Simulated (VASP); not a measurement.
# ZnO (I4/mmm) in VASP: a series of runs

The runs below take ZnO through single point, with LDA.

Everything below comes from runs of VASP 6.6.1. Logs are shortened: lines on timing, memory, paths and dates and some standing lists are left out, and cuts for length are marked.

## Step 1: The cell of the first run

The structure is tetragonal, space group I4/mmm (No. 139). The conventional cell has a = 3.542 Å, b = 3.542 Å, c = 3.256 Å, α = 90.00°, β = 90.00°, γ = 90.00°. Within 2.2 Å of Zn (site symmetry 4/mmm) lie 2 O at 1.63 Å. O (site symmetry 4/mmm) has 2 Zn at 1.63 Å within 2.2 Å.

## Step 2: Single point, LDA

File INCAR:

```
SYSTEM = ZnO
PREC = Accurate
ENCUT = 520
EDIFF = 1E-7
ISMEAR = 0
SIGMA = 0.05
LREAL = .False.
LASPH = .True.
NELM = 100
ALGO = Normal
ISIF = 2
LWAVE = .False.
LCHARG = .False.
NBANDS = 16
```

File KPOINTS:

```
Automatic mesh
0
Gamma
  12 12 12
  0 0 0
```

File POSCAR:

```
ZnO
1.0
    0.0000000000      2.5044378470      1.6278846006
    2.5044378470      0.0000000000      1.6278846006
    2.5044378470      2.5044378470      0.0000000000
Zn O
1 1
Direct
    0.0000000000      0.0000000000      0.0000000000
    0.5000000000      0.5000000000      0.5000000000
```

Potentials or basis: VASP PAW LDA potentials, release 64 (Zn, O).

Run with:

```
cat potpaw_LDA.64/Zn/POTCAR potpaw_LDA.64/O/POTCAR > POTCAR
mpirun -np 1 vasp_std > vasp.out
```

OUTCAR:

```text
SYSTEM = ZnO
   PREC = Accurate
   ENCUT = 520
   EDIFF = 1E-7
   ISMEAR = 0
   LREAL = .False.
   LASPH = .True.
   NELM = 100
   ISIF = 2

 ion  position               nearest neighbor table
   1  0.000  0.000  0.000-   2 1.63   2 1.63   2 2.50   2 2.50   2 2.50   2 2.50
   2  0.500  0.500  0.500-   1 1.63   1 1.63   1 2.50   1 2.50   1 2.50   1 2.50

  LATTYP: Found a body centered tetragonal cell.
 ALAT       =     3.5418099693
 C/A-ratio  =     0.9192388156

  Lattice vectors:

 A1 = (   0.0000000000,  -2.5044378470,  -1.6278846006)
 A2 = (   0.0000000000,   2.5044378470,  -1.6278846006)
 A3 = (   2.5044378470,   0.0000000000,   1.6278846006)

Analysis of symmetry for initial positions (statically):
=====================================================================
 Subroutine PRICEL returns:
 Original cell was already a primitive cell.

 Routine SETGRP: Setting up the symmetry group for a
 body centered tetragonal supercell.

 Subroutine GETGRP returns: Found 16 space group operations
 (whereof 16 operations were pure point group operations)
 out of a pool of 16 trial point group operations.

The static configuration has the point symmetry D_4h.

Analysis of symmetry for dynamics (positions and initial velocities):
=====================================================================
 Subroutine PRICEL returns:
 Original cell was already a primitive cell.

 Routine SETGRP: Setting up the symmetry group for a
 body centered tetragonal supercell.

 Subroutine GETGRP returns: Found 16 space group operations
 (whereof 16 operations were pure point group operations)
 out of a pool of 16 trial point group operations.

The dynamic configuration has the point symmetry D_4h.

 Subroutine INISYM returns: Found 16 space group operations
 (whereof 16 operations are pure point group operations),
 and found     1 'primitive' translations

----------------------------------------------------------------------------------------

                                     Primitive cell

  volume of cell :      20.4209

  direct lattice vectors                    reciprocal lattice vectors
     0.000000000  2.504437847  1.627884601    -0.199645601  0.199645601  0.307147079
     2.504437847  0.000000000  1.627884601     0.199645601 -0.199645601  0.307147079
     2.504437847  2.504437847  0.000000000     0.199645601  0.199645601 -0.307147079

  length of vectors
     2.987008069  2.987008069  3.541809969     0.417200264  0.417200264  0.417200264

  position of ions in fractional coordinates (direct lattice)
[... 8 lines left out ...]
----------------------------------------------------------------------------------------

 KPOINTS: Automatic mesh

Automatic generation of k-mesh.
 Grid dimensions read from file:
 generate k-points for:   12   12   12

 Generating k-lattice:

  Cartesian coordinates                     Fractional coordinates (reciprocal lattice)
    -0.016637133  0.016637133  0.025595590     0.083333333  0.000000000  0.000000000
     0.016637133 -0.016637133  0.025595590     0.000000000  0.083333333  0.000000000
     0.016637133  0.016637133 -0.025595590     0.000000000  0.000000000  0.083333333

  Length of vectors
     0.034766689  0.034766689  0.034766689

  Shift w.r.t. Gamma in fractional coordinates (k-lattice)
     0.000000000  0.000000000  0.000000000

 Subroutine IBZKPT returns following result:
 ===========================================

 Found    163 irreducible k-points:

 Following reciprocal coordinates:
            Coordinates               Weight
  0.000000  0.000000  0.000000      1.000000
  0.083333 -0.000000  0.000000      8.000000
  0.166667  0.000000  0.000000      8.000000
  0.250000  0.000000  0.000000      8.000000
  0.333333  0.000000  0.000000      8.000000
  0.416667 -0.000000  0.000000      8.000000
[... 16 lines left out ...]
  0.500000  0.166667  0.000000      8.000000
 -0.416667  0.166667  0.000000      8.000000
 [... further k-points ...]
   k-points           NKPTS =    163   k-points in BZ     NKDIM =    163   number of bands    NBANDS=     16
   number of dos      NEDOS =    301   number of ions     NIONS =      2
   total plane-waves  NPLWV =  16128
   dimension x,y,z NGX =    24 NGY =   24 NGZ =   28
   dimension x,y,z NGXF=    48 NGYF=   48 NGZF=   56
   ions per type =               1   1
   NGX,Y,Z   is equivalent  to a cutoff of  13.36, 13.36, 13.14 a.u.
   NGXF,Y,Z  is equivalent  to a cutoff of  26.72, 26.72, 26.29 a.u.
 SYSTEM =  ZnO
   PREC   = accura    normal or accurate (medium, high low for compatibility)
   ISTART =      0    job   : 0-new  1-cont  2-samecut
   ICHARG =      2    charge: 1-file 2-atom 10-const
   ISPIN  =      1    spin polarized calculation?
   LNONCOLLINEAR =      F non collinear calculations
   LSORBIT =      F    spin-orbit coupling
   LASPH  =      T    aspherical Exc in radial PAW
   ENCUT  =  520.0 eV  38.22 Ry    6.18 a.u.   5.55  5.55  6.59*2*pi/ulx,y,z
   NELM   =    100;   NELMIN=  2; NELMDL= -5     # of ELM steps
   EDIFF  = 0.1E-06   stopping-criterion for ELM
   LREAL  =      F    real-space projection
   EDIFFG = 0.1E-05   stopping-criterion for IOM
   NSW    =      0    number of steps for IOM
   IBRION =     -1    ionic relax: 0-MD 1-quasi-New 2-CG
   NFREE  =      0    steps in history (QN), initial steepest desc. (CG)
   ISIF   =      2    stress and relaxation
   ISYM   =      2    0-nonsym 1-usesym 2-fastsym
   POTIM  = 0.5000    time-step for ionic-motion
   TEBEG  =    0.0;   TEEND  =   0.0 temperature during run
   PSTRESS=    0.0 pullay stress
   NELECT =      18.0000    total number of electrons
   NUPDOWN=      -1.0000    fix difference up-down
   EMIN   =  10.00;   EMAX   =-10.00  energy-range for DOS
   EFERMI =   0.00;   METHOD = LEGACY
   ISMEAR =     0;   SIGMA  =   0.05  broadening in eV -4-tet -1-fermi 0-gaus
   EFERMI_NEDOS =   21; number of points for ismear=-14 and -15
   IALGO  =     38    algorithm
   IMIX   =      4    mixing-type and parameters
     AMIX     =   0.40;   BMIX     =  1.00
     AMIX_MAG =   1.60;   BMIX_MAG =  1.00
  volume/ion in A,a.u.               =      10.21        68.90
  Fermi-wavevector in a.u.,A,eV,Ry     =   1.569667  2.966241 33.522790  2.463856
  Thomas-Fermi vector in A             =   2.671516
   LORBIT       =      0    0 simple, 1 ext, 2 COOP (PROOUT), +10 PAW based schemes
   GGA     = CA    functional components
   LHFCALC =     F    Hartree Fock is set to
   AEXX    =    0.0000 exact exchange contribution
   IVDW    =     0    specifies the selected vdW correction
   LEPSILON=     F    determine dielectric tensor
   LRPA    =     F    only Hartree local field effects (RPA)
 non-spin polarized calculation
 Gauss-broadening in eV      SIGMA  =   0.05
  energy-cutoff  :      520.00
  volume of cell :       20.42
 maximum number of plane-waves:       578
 NGX is ok and might be reduce to    24

 number of electron      18.0000005 magnetization

 Free energy of the ion-electron system (eV)
  ---------------------------------------------------
  ext. energy  EPLUGINS =         0.00000000
  ---------------------------------------------------
  free energy    TOTEN  =        -9.01038962 eV

  energy without entropy =       -9.01038962  energy(sigma->0) =       -9.01038962

 E-fermi :   2.9110     XC(G=0): -12.3206

 val. band max:        2.6543091567   @ k =   0.5000   0.0000   0.0000
 cond. band min:       4.8054910793   @ k =   0.0000   0.0000   0.0000
 fundamental gap:      2.1511819226
 Fermi energy:         2.9109560619

 k-point     1 :       0.0000    0.0000    0.0000
  band No.  band energies     occupation
      1     -17.2663      2.00000
      2      -3.6332      2.00000
      3      -3.4909      2.00000
      4      -3.4909      2.00000
      5      -3.4829      2.00000
      6      -3.0449      2.00000
[... 8 lines left out ...]
     15      21.4221      0.00000
     16      22.7398      0.00000

 k-point     2 :       0.0833   -0.0000    0.0000
  band No.  band energies     occupation
      1     -17.1711      2.00000
      2      -3.8459      2.00000
      3      -3.5991      2.00000
      4      -3.5778      2.00000
      5      -3.4511      2.00000
      6      -3.0561      2.00000
[... 8 lines left out ...]
     15      22.1370      0.00000
     16      22.4810      0.00000

 k-point     3 :       0.1667    0.0000    0.0000
  band No.  band energies     occupation
      1     -16.8976      2.00000
      2      -4.4330      2.00000
      3      -3.9091      2.00000
      4      -3.8748      2.00000
      5      -3.3575      2.00000
      6      -3.0812      2.00000
[... 8 lines left out ...]
     15      22.5433      0.00000
     16      24.8455      0.00000

 k-point     4 :       0.2500    0.0000    0.0000
  band No.  band energies     occupation
      1     -16.4871      2.00000
      2      -5.3153      2.00000
      3      -4.4141      2.00000
      4      -4.2070      2.00000
      5      -3.2251      2.00000
      6      -3.1082      2.00000
[... 8 lines left out ...]
     15      22.6902      0.00000
     16      27.6472      0.00000

 k-point     5 :       0.3333    0.0000    0.0000
  band No.  band energies     occupation
      1     -16.0194      2.00000
      2      -6.2860      2.00000
      3      -4.8373      2.00000
      4      -4.5026      2.00000
      5      -3.1314      2.00000
      6      -3.0872      2.00000
[... 8 lines left out ...]
     15      22.6178      0.00000
     16      26.9901      0.00000

 k-point     6 :       0.4167   -0.0000    0.0000
  band No.  band energies     occupation
      1     -15.6263      2.00000
      2      -7.0359      2.00000
      3      -5.1035      2.00000
      4      -4.7014      2.00000
      5      -3.1472      2.00000
      6      -2.9823      2.00000
[... 8 lines left out ...]
     15      23.3482      0.00000
     16      25.9140      0.00000
[... 267 lines left out ...]
 k-point    21 :       0.3333    0.1667    0.0000
  band No.  band energies     occupation
      1     -15.5856      2.00000
      2      -7.2376      2.00000
      3      -4.7044      2.00000
      4      -4.5884      2.00000
      5      -3.2932      2.00000
      6      -3.1089      2.00000
[... 8 lines left out ...]
     15      23.1689      0.00000
     16      27.0910      0.00000

 k-point    22 :       0.4167    0.1667    0.0000
  band No.  band energies     occupation
      1     -15.4738      2.00000
      2      -7.1593      2.00000
      3      -4.8419      2.00000
      4      -4.6169      2.00000
      5      -3.3021      2.00000
      6      -2.9969      2.00000
[... 8 lines left out ...]
     15      23.6721      0.00000
     16      26.8116      0.00000

 k-point    23 :       0.5000    0.1667    0.0000
  band No.  band energies     occupation
      1     -15.6149      2.00000
      2      -6.5825      2.00000
      3      -4.8628      2.00000
      4      -4.5326      2.00000
      5      -3.2772      2.00000
      6      -2.9383      2.00000
[... 8 lines left out ...]
     15      24.2126      0.00000
     16      26.5277      0.00000

 k-point    24 :      -0.4167    0.1667    0.0000
  band No.  band energies     occupation
      1     -15.9366      2.00000
      2      -5.6160      2.00000
      3      -4.7485      2.00000
      4      -4.3409      2.00000
      5      -3.2300      2.00000
      6      -2.9635      2.00000
[... 8 lines left out ...]
     15      24.1452      0.00000
     16      26.4181      0.00000

 [... further k-points ...]
[... 5 lines left out ...]
  --------------------------------------------------------------------------------------
  -------------------------------------------------------------------------------------
  Total        0.7602920      0.7602920     17.3596333      0.0000000     -0.0000000      0.0000000
  in kB       59.6508803     59.6508803   1361.9996734      0.0000000     -0.0000000      0.0000000
  external PRESSURE =     493.7671447 kB  Pullay stress =       0.0000000 kB

 VOLUME and BASIS-vectors are now :
 -----------------------------------------------------------------------------
  energy-cutoff  :      520.00
  volume of cell :       20.42
      direct lattice vectors                 reciprocal lattice vectors
     0.000000000  2.504437847  1.627884601    -0.199645601  0.199645601  0.307147079
     2.504437847  0.000000000  1.627884601     0.199645601 -0.199645601  0.307147079
     2.504437847  2.504437847  0.000000000     0.199645601  0.199645601 -0.307147079

 POSITION                                       TOTAL-FORCE (eV/Angst)
 -----------------------------------------------------------------------------------
      0.00000      0.00000      0.00000        -0.000000      0.000000      0.000000
      2.50444      2.50444      1.62788         0.000000     -0.000000      0.000000
 -----------------------------------------------------------------------------------
    total drift:                                0.000000     -0.000000     -0.000000

  FREE ENERGIE OF THE ION-ELECTRON SYSTEM (eV)
  ---------------------------------------------------
  free  energy   TOTEN  =        -9.0103896249 eV

  energy  without entropy=       -9.0103896249  energy(sigma->0) =       -9.01038962
```

Wall time 2 min (1 thread of AMD EPYC 7R13, shared host); peak memory 0.14 GiB.

Results:

```
Free energy            : -9.0104 eV
Pressure               : 49.4 GPa
Band gap on the k mesh : 2.15 eV, indirect (least direct gap 4.15 eV)
```

 A k mesh can miss the band edges.

## Step 3: Single point, LDA

This run uses another cell than the first one, of the same volume but with other edges.

File INCAR:

```
  PREC = Accurate
  ENCUT = 520
  EDIFF = 1E-6
  ISMEAR = 0
  SIGMA = 0.05
  LREAL = False
  LASPH = True
  NELM = 80
  ALGO = Normal
  ISIF = 2
  LWAVE = False
  LCHARG = False
  NBANDS = 16
```

File KPOINTS:

```
regular mesh
0
Gamma
  12 12 12
```

File POSCAR:

```
ZnO
1.0
    0.0000000000      1.8951821506      2.8427732259
    1.8951821506      0.0000000000      2.8427732259
    1.8951821506      1.8951821506      0.0000000000
Zn O
1 1
Direct
    0.0000000000      0.0000000000      0.0000000000
    0.5000000000      0.5000000000      0.5000000000
```

Potentials or basis: VASP PAW LDA potentials, release 64 (Zn, O).

Run with:

```
cat potpaw_LDA.64/Zn/POTCAR potpaw_LDA.64/O/POTCAR > POTCAR
mpirun -np 1 vasp_std > vasp.out
```

OUTCAR:

```text
PREC = Accurate
   ENCUT = 520
   EDIFF = 1E-6
   ISMEAR = 0
   LREAL = False
   LASPH = True
   NELM = 80
   ISIF = 2

 ion  position               nearest neighbor table
   1  0.000  0.000  0.000-   2 1.90   2 1.90   2 1.90   2 1.90
   2  0.500  0.500  0.500-   1 1.90   1 1.90   1 1.90   1 1.90

  LATTYP: Found a body centered tetragonal cell.
 ALAT       =     2.6801923005
 C/A-ratio  =     2.1213203436

  Lattice vectors:

 A1 = (  -1.8951821506,   0.0000000000,   2.8427732259)
 A2 = (   1.8951821506,   0.0000000000,   2.8427732259)
 A3 = (   0.0000000000,   1.8951821506,  -2.8427732259)

[... 624 lines left out ...]
      4      -4.0305      2.00000
      5      -2.4664      2.00000
      6      -2.4662      2.00000
[... 8 lines left out ...]
     15      25.0553      0.00000
     16      28.1337      0.00000

 [... further k-points ...]
[... 5 lines left out ...]
  --------------------------------------------------------------------------------------
  -------------------------------------------------------------------------------------
  Total        5.5876326      5.5876326     -0.7725601      0.0000000      0.0000000     -0.0000000
  in kB      438.3936923    438.3936923    -60.6134099      0.0000000      0.0000000     -0.0000000
  external PRESSURE =     272.0579916 kB  Pullay stress =       0.0000000 kB

 VOLUME and BASIS-vectors are now :
 -----------------------------------------------------------------------------
  energy-cutoff  :      520.00
  volume of cell :       20.42
      direct lattice vectors                 reciprocal lattice vectors
     0.000000000  1.895182151  2.842773226    -0.263826883  0.263826883  0.175884589
     1.895182151  0.000000000  2.842773226     0.263826883 -0.263826883  0.175884589
     1.895182151  1.895182151  0.000000000     0.263826883  0.263826883 -0.175884589

 POSITION                                       TOTAL-FORCE (eV/Angst)
 -----------------------------------------------------------------------------------
      0.00000      0.00000      0.00000         0.000000      0.000000     -0.000000
      1.89518      1.89518      2.84277        -0.000000     -0.000000      0.000000
 -----------------------------------------------------------------------------------
    total drift:                                0.000000      0.000000      0.000000

  FREE ENERGIE OF THE ION-ELECTRON SYSTEM (eV)
  ---------------------------------------------------
  free  energy   TOTEN  =        -9.7112899236 eV

  energy  without entropy=       -9.7112882898  energy(sigma->0) =       -9.71128911
```

OSZICAR:

```text
N       E                     dE             d eps       ncg     rms          rms(c)
DAV:   1     0.920955110669E+02    0.92096E+02   -0.97733E+03  5504   0.172E+03
DAV:   2    -0.664057311194E+01   -0.98736E+02   -0.89512E+02  5872   0.298E+02
DAV:   3    -0.114801716918E+02   -0.48396E+01   -0.48219E+01  6016   0.671E+01
DAV:   4    -0.115044834542E+02   -0.24312E-01   -0.24311E-01  6272   0.474E+00
DAV:   5    -0.115045628309E+02   -0.79377E-04   -0.79376E-04  6096   0.255E-01    0.143E+01
DAV:   6    -0.973841009713E+01    0.17662E+01   -0.24827E+00  7472   0.526E+01    0.996E+00
DAV:   7    -0.974416474637E+01   -0.57546E-02   -0.73633E-01  5864   0.121E+01    0.557E+00
DAV:   8    -0.971647652325E+01    0.27688E-01   -0.94454E-02  5536   0.325E+00    0.788E-01
DAV:   9    -0.971115422324E+01    0.53223E-02   -0.88097E-03  7576   0.182E+00    0.102E-01
DAV:  10    -0.971128613371E+01   -0.13191E-03   -0.19300E-03  5288   0.362E-01    0.439E-02
DAV:  11    -0.971129085201E+01   -0.47183E-05   -0.20175E-05  6112   0.751E-02    0.749E-03
DAV:  12    -0.971128992360E+01    0.92841E-06   -0.34268E-06  5464   0.500E-02
   1 F= -.97112899E+01 E0= -.97112891E+01  d E =-.163382E-05
```

stdout:

```text
POSCAR found type information on POSCAR ZnO
 POSCAR found :  2 types and       2 ions
 scaLAPACK will be used
 LDA part: xc-table for (Slater(with rela. corr.)+CA(PZ))
 , standard interpolation
 POSCAR, INCAR and KPOINTS ok, starting setup
 FFT: planning ... GRIDC
 FFT: planning ... GRID_SOFT
 FFT: planning ... GRID
 WAVECAR not read
 entering main loop
```

It took 1.8 min on 1 thread of AMD EPYC 7R13, shared host; peak memory 0.14 GiB.

What came out:

```yaml
Free_energy: -9.7113 eV
Pressure: 27.2 GPa
Band_gap_on_the_k_mesh: 0.21 eV, indirect (least direct gap 3.28 eV)
```
